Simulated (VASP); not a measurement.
# P4C (Immm) in VASP: notebook

Runs on P4C. Level: PBE. Tasks: single point.

All numbers are computed with VASP 6.6.1; they aren't measurements. Logs are shortened: lines on timing, memory, paths and dates and some standing lists are left out, and cuts for length are marked.

## 1. The cell of the first run

It takes space group Immm (No. 71, orthorhombic). The conventional cell has a = 4.867 Å, b = 5.042 Å, c = 6.647 Å, α = 90.00°, β = 90.00°, γ = 90.00°. P (site symmetry mm2) has 1 C at 1.68 Å within 2.2 Å. Within 2.9 Å of P (site symmetry mm2) lie 5 P at 2.21 to 2.59 Å and 2 C at 2.75 Å. C (site symmetry mmm) has 2 P at 1.68 Å within 2.2 Å.

The cell was built from a structure type or drawn by symmetry, and may not be a known phase.

## 2. Single point, PBE, collinear spin

INCAR

```
SYSTEM = P4C
  PREC = Accurate
  ENCUT = 520
  EDIFF = 1E-6
  ISMEAR = 0
  SIGMA = 0.1
  LREAL = .FALSE.
  LASPH = .TRUE.
  NELM = 150
  ALGO = Normal
  ISIF = 2
  LWAVE = .FALSE.
  LCHARG = .FALSE.
  ISPIN = 2
  MAGMOM = 0 0 0 0 1
  LORBIT = 11
  GGA = PE
  NBANDS = 24
```

KPOINTS

```
regular mesh
0
G
  6 6 6
  0 0 0
```

POSCAR

```
P4C
1.0
   -2.4333493073      2.5212008965      3.3234824672
    2.4333493073     -2.5212008965      3.3234824672
    2.4333493073      2.5212008965     -3.3234824672
P C
4 1
Direct
    0.2527375054      0.2527375054      0.0000000000
    0.7472624946      0.7472624946      0.0000000000
    0.3341088697      0.8341088697      0.5000000000
    0.6658911303      0.1658911303      0.5000000000
    0.0000000000      0.0000000000      0.0000000000
```

Potentials or basis: VASP PAW PBE potentials, release 64 (P, C).

The run is started by

```sh
cat potpaw_PBE.64/P/POTCAR potpaw_PBE.64/C/POTCAR > POTCAR
mpirun -np 1 vasp_std > vasp.out
```

OUTCAR:

```text
SYSTEM = P4C
   PREC = Accurate
   ENCUT = 520
   EDIFF = 1E-6
   ISMEAR = 0
   LREAL = .FALSE.
   LASPH = .TRUE.
   NELM = 150
   ISIF = 2
   ISPIN = 2
   LORBIT = 11
   GGA = PE

 ion  position               nearest neighbor table
   1  0.253  0.253  0.000-   5 1.68   3 2.49   3 2.49   4 2.59   4 2.59
   2  0.747  0.747  0.000-   5 1.68   4 2.49   4 2.49   3 2.59   3 2.59
   3  0.334  0.834  0.500-   4 2.21   1 2.49   1 2.49   2 2.59   2 2.59
   4  0.666  0.166  0.500-   3 2.21   2 2.49   2 2.49   1 2.59   1 2.59
   5  0.000  0.000  0.000-   1 1.68   2 1.68

  LATTYP: Found a body centered orthorhombic cell.
 ALAT       =     4.8666986146
 B/A-ratio  =     1.0361031558
 C/A-ratio  =     1.3658057465

  Lattice vectors:

 A1 = (  -2.4333493073,   2.5212008965,   3.3234824672)
 A2 = (   2.4333493073,  -2.5212008965,   3.3234824672)
 A3 = (   2.4333493073,   2.5212008965,  -3.3234824672)

Analysis of symmetry for initial positions (statically):
=====================================================================
 Subroutine PRICEL returns:
 Original cell was already a primitive cell.

 Routine SETGRP: Setting up the symmetry group for a
 body centered orthorhombic supercell.

 Subroutine GETGRP returns: Found  8 space group operations
 (whereof  8 operations were pure point group operations)
 out of a pool of  8 trial point group operations.

The static configuration has the point symmetry D_2h.

Analysis of symmetry for dynamics (positions and initial velocities):
=====================================================================
 Subroutine PRICEL returns:
 Original cell was already a primitive cell.

 Routine SETGRP: Setting up the symmetry group for a
 body centered orthorhombic supercell.

 Subroutine GETGRP returns: Found  8 space group operations
 (whereof  8 operations were pure point group operations)
 out of a pool of  8 trial point group operations.

The dynamic configuration has the point symmetry D_2h.

Analysis of structural, dynamic, and magnetic symmetry:
=====================================================================
 Subroutine PRICEL returns:
 Original cell was already a primitive cell.

 Routine SETGRP: Setting up the symmetry group for a
 body centered orthorhombic supercell.

 Subroutine GETGRP returns: Found  8 space group operations
 (whereof  8 operations were pure point group operations)
 out of a pool of  8 trial point group operations.

The overall configuration has the point symmetry D_2h.

 Subroutine INISYM returns: Found  8 space group operations
 (whereof  8 operations are pure point group operations),
 and found     1 'primitive' translations

----------------------------------------------------------------------------------------

                                     Primitive cell

  volume of cell :      81.5578

  direct lattice vectors                    reciprocal lattice vectors
    -2.433349307  2.521200896  3.323482467     0.000000000  0.198318191  0.150444603
     2.433349307 -2.521200896  3.323482467     0.205478103  0.000000000  0.150444603
     2.433349307  2.521200896 -3.323482467     0.205478103  0.198318191  0.000000000

  length of vectors
     4.829407678  4.829407678  4.829407678     0.248925056  0.254666114  0.285571980

  position of ions in fractional coordinates (direct lattice)
     0.252737505  0.252737505  0.000000000
     0.747262495  0.747262495  0.000000000
     0.334108870  0.834108870  0.500000000
     0.665891130  0.165891130  0.500000000
     0.000000000  0.000000000  0.000000000

  ion indices of the primitive-cell ions
   primitive index   ion index
                 1           1
                 2           2
                 3           3
                 4           4
                 5           5

----------------------------------------------------------------------------------------

 KPOINTS: regular mesh

Automatic generation of k-mesh.
 Grid dimensions read from file:
 generate k-points for:    6    6    6

 Generating k-lattice:

  Cartesian coordinates                     Fractional coordinates (reciprocal lattice)
     0.000000000  0.033053032  0.025074100     0.166666667  0.000000000  0.000000000
     0.034246351  0.000000000  0.025074100     0.000000000  0.166666667  0.000000000
     0.034246351  0.033053032  0.000000000     0.000000000  0.000000000  0.166666667

  Length of vectors
     0.041487509  0.042444352  0.047595330

  Shift w.r.t. Gamma in fractional coordinates (k-lattice)
     0.000000000  0.000000000  0.000000000

 Subroutine IBZKPT returns following result:
 ===========================================

 Found     46 irreducible k-points:

 Following reciprocal coordinates:
            Coordinates               Weight
  0.000000  0.000000  0.000000      1.000000
  0.166667  0.000000  0.000000      4.000000
  0.333333  0.000000  0.000000      4.000000
  0.500000  0.000000 -0.000000      2.000000
 -0.000000  0.166667  0.000000      4.000000
  0.166667  0.166667  0.000000      8.000000
[... 16 lines left out ...]
 -0.166667  0.166667  0.166667      2.000000
  0.166667  0.333333  0.166667      4.000000
 [... further k-points ...]
   k-points           NKPTS =     46   k-points in BZ     NKDIM =     46   number of bands    NBANDS=     24
   number of dos      NEDOS =    301   number of ions     NIONS =      5
   total plane-waves  NPLWV =  46656
   dimension x,y,z NGX =    36 NGY =   36 NGZ =   36
   dimension x,y,z NGXF=    72 NGYF=   72 NGZF=   72
   ions per type =               4   1
   NGX,Y,Z   is equivalent  to a cutoff of  12.39, 12.39, 12.39 a.u.
   NGXF,Y,Z  is equivalent  to a cutoff of  24.79, 24.79, 24.79 a.u.
 SYSTEM =  P4C
   PREC   = accura    normal or accurate (medium, high low for compatibility)
   ISTART =      0    job   : 0-new  1-cont  2-samecut
   ICHARG =      2    charge: 1-file 2-atom 10-const
   ISPIN  =      2    spin polarized calculation?
   LNONCOLLINEAR =      F non collinear calculations
   LSORBIT =      F    spin-orbit coupling
   LASPH  =      T    aspherical Exc in radial PAW
   ENCUT  =  520.0 eV  38.22 Ry    6.18 a.u.   8.98  8.98  8.98*2*pi/ulx,y,z
   NELM   =    150;   NELMIN=  2; NELMDL= -5     # of ELM steps
   EDIFF  = 0.1E-05   stopping-criterion for ELM
   LREAL  =      F    real-space projection
   EDIFFG = 0.1E-04   stopping-criterion for IOM
   NSW    =      0    number of steps for IOM
   IBRION =     -1    ionic relax: 0-MD 1-quasi-New 2-CG
   NFREE  =      0    steps in history (QN), initial steepest desc. (CG)
   ISIF   =      2    stress and relaxation
   ISYM   =      2    0-nonsym 1-usesym 2-fastsym
   POTIM  = 0.5000    time-step for ionic-motion
   TEBEG  =    0.0;   TEEND  =   0.0 temperature during run
   PSTRESS=    0.0 pullay stress
   NELECT =      24.0000    total number of electrons
   NUPDOWN=      -1.0000    fix difference up-down
   EMIN   =  10.00;   EMAX   =-10.00  energy-range for DOS
   EFERMI =   0.00;   METHOD = LEGACY
   ISMEAR =     0;   SIGMA  =   0.10  broadening in eV -4-tet -1-fermi 0-gaus
   EFERMI_NEDOS =   21; number of points for ismear=-14 and -15
   IALGO  =     38    algorithm
   IMIX   =      4    mixing-type and parameters
     AMIX     =   0.40;   BMIX     =  1.00
     AMIX_MAG =   1.60;   BMIX_MAG =  1.00
  volume/ion in A,a.u.               =      16.31       110.08
  Fermi-wavevector in a.u.,A,eV,Ry     =   1.088905  2.057733 16.132631  1.185715
  Thomas-Fermi vector in A             =   2.225097
   LORBIT       =     11    0 simple, 1 ext, 2 COOP (PROOUT), +10 PAW based schemes
   GGA     = PE    functional components
   LHFCALC =     F    Hartree Fock is set to
   AEXX    =    0.0000 exact exchange contribution
   IVDW    =     0    specifies the selected vdW correction
   LEPSILON=     F    determine dielectric tensor
   LRPA    =     F    only Hartree local field effects (RPA)
 spin polarized calculation
 Gauss-broadening in eV      SIGMA  =   0.10
  energy-cutoff  :      520.00
  volume of cell :       81.56
 maximum number of plane-waves:      2215
   NGX = 17   NGY = 17   NGZ = 17

 number of electron      24.0000000 magnetization       0.0008574

 number of electron      24.0000000 magnetization      -0.0000150

 Free energy of the ion-electron system (eV)
  ---------------------------------------------------
  ext. energy  EPLUGINS =         0.00000000
  ---------------------------------------------------
  free energy    TOTEN  =       -27.25572704 eV

  energy without entropy =      -27.24550466  energy(sigma->0) =      -27.25061585

 E-fermi :   6.6231     XC(G=0): -10.1079

 val. band max:        6.6017130564   @ k =   0.5000   0.5000   0.0000
 cond. band min:       6.6498772828   @ k =  -0.3333   0.3333   0.3333
 fundamental gap:      0.0481642264
 Fermi energy:         6.6230857408

 spin component 1

 k-point     1 :       0.0000    0.0000    0.0000
  band No.  band energies     occupation
      1      -9.4361      1.00000
      2      -4.7057      1.00000
      3      -4.2212      1.00000
      4      -1.9660      1.00000
      5      -0.4862      1.00000
      6       0.7468      1.00000
[... 637 lines left out ...]
     23      15.8437      0.00000
     24      16.6488      0.00000

 [... further k-points ...]

 spin component 2

 k-point     1 :       0.0000    0.0000    0.0000
  band No.  band energies     occupation
      1      -9.4361      1.00000
      2      -4.7057      1.00000
      3      -4.2213      1.00000
      4      -1.9661      1.00000
      5      -0.4862      1.00000
      6       0.7468      1.00000
[... 637 lines left out ...]
     23      15.8437      0.00000
     24      16.6286      0.00000

 [... further k-points ...]
[... 5 lines left out ...]
  --------------------------------------------------------------------------------------
  -------------------------------------------------------------------------------------
  Total        0.1826090      1.3271828     -1.1956527      0.0000000      0.0000000      0.0000000
  in kB        3.5872978     26.0721010    -23.4882329      0.0000000      0.0000000      0.0000000
  external PRESSURE =       2.0570553 kB  Pullay stress =       0.0000000 kB

 VOLUME and BASIS-vectors are now :
 -----------------------------------------------------------------------------
  energy-cutoff  :      520.00
  volume of cell :       81.56
      direct lattice vectors                 reciprocal lattice vectors
    -2.433349307  2.521200896  3.323482467     0.000000000  0.198318191  0.150444603
     2.433349307 -2.521200896  3.323482467     0.205478103  0.000000000  0.150444603
     2.433349307  2.521200896 -3.323482467     0.205478103  0.198318191  0.000000000

 POSITION                                       TOTAL-FORCE (eV/Angst)
 -----------------------------------------------------------------------------------
      0.00000      0.00000      1.67994         0.000000     -0.000000     -0.646114
      0.00000      0.00000      4.96703         0.000000      0.000000      0.646114
      2.43335      0.00000      2.22081        -0.000000     -0.000000     -0.247166
      0.00000      2.52120      1.10267        -0.000000      0.000000      0.247166
      0.00000      0.00000      0.00000        -0.000000     -0.000000      0.000000
 -----------------------------------------------------------------------------------
    total drift:                                0.000000     -0.000000     -0.000000

  FREE ENERGIE OF THE ION-ELECTRON SYSTEM (eV)
  ---------------------------------------------------
  free  energy   TOTEN  =       -27.2557270414 eV

  energy  without entropy=      -27.2455046645  energy(sigma->0) =      -27.25061585

 total charge

# of ion       s       p       d       tot
------------------------------------------
    1        1.078   1.340   0.000   2.418
    2        1.078   1.340   0.000   2.418
    3        1.110   1.299   0.000   2.409
    4        1.110   1.299   0.000   2.409
    5        0.893   1.565   0.000   2.458
--------------------------------------------------
tot          5.270   6.842   0.000  12.111

 magnetization (x)

# of ion       s       p       d       tot
------------------------------------------
    1        0.000   0.000   0.000   0.000
    2        0.000   0.000   0.000   0.000
    3        0.000  -0.000   0.000  -0.000
    4        0.000  -0.000   0.000  -0.000
    5       -0.000  -0.000   0.000  -0.000
--------------------------------------------------
tot         -0.000  -0.000   0.000  -0.000
```

It took 1.9 min on 1 thread of AMD EPYC 9R45 (Zen 5), shared host; peak memory 0.28 GiB.

What came out:

* Free energy: -27.2557 eV
* Pressure: 0.2 GPa
* Largest force: 0.646 eV/Å
* Band gap on the k mesh: zero (filled and empty bands overlap)
* Net moment: 0.00 μB per cell
* Valence electrons inside the program's atomic spheres: P 2.42, 2.41 (each value once); C 2.46

Forces on the atoms (eV/Å):
```
P    0.000  0.000 -0.646
P    0.000  0.000  0.646
P    0.000  0.000 -0.247
P    0.000  0.000  0.247
C    0.000  0.000  0.000
```

Stress tensor (GPa, compression positive):
```
 0.36  0.00  0.00
 0.00  2.61  0.00
 0.00  0.00 -2.35
```

[end of part 1 of 2]
